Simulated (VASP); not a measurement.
# LiF: single point with PBE-based global hybrid with 15 % exact exchange

LiF:

```
Li F
1.0
     0.00000    2.01400    2.01400
     2.01400    0.00000    2.01400
     2.01400    2.01400    0.00000
Li F
1 1
Direct
  0.00000 0.00000 0.00000
  0.50000 0.50000 0.50000
```

- Program: VASP 6.6.1
- Task: single point
- Functional: PBE-based global hybrid with 15 % exact exchange
- Potentials or basis: VASP PAW PBE potentials, release 64 (Li_sv, F)
- Cutoff: 520 eV
- k mesh: 6 × 6 × 6
- Occupations: gaussian, width 0.05 eV
- Spin: no spin polarisation
- Dipole correction: no
- Grid for exact exchange (PRECFOCK): Normal
- Share of exact exchange: 0.15
- Further INCAR settings: ALGO = Normal; EDIFF = 1e-06; NBANDS = 12

```
Band gap on the k mesh : 10.92 eV
```

Levels at points of the mesh, in eV from the valence-band top:
| k point | band 1 | band 2 | band 3 | band 4 | band 5 | band 6 | band 7 | band 8 | band 9 | band 10 |
| --- | --- | --- | --- | --- | --- | --- | --- | --- | --- | --- |
| (0.00, 0.00, 0.00) | -42.16 | -20.94 | 0.00 | 0.00 | 0.00 | 10.92 | 26.03 | 26.03 | 26.03 | 26.29 |
| (0.50, 0.00, 0.00) | -42.10 | -20.49 | -2.61 | -0.24 | -0.24 | 12.63 | 18.80 | 20.86 | 20.86 | 32.45 |
| (0.50, 0.50, 0.00) | -42.08 | -20.22 | -3.09 | -1.04 | -1.04 | 16.83 | 18.30 | 19.44 | 22.34 | 22.34 |

Run time: 4.7 min on 1 thread of Oxide Virtual Turin-like Processor, with other jobs on the host, peak memory 0.1 GiB.

Caveat: the k points lie up to 0.45 Å⁻¹ apart.
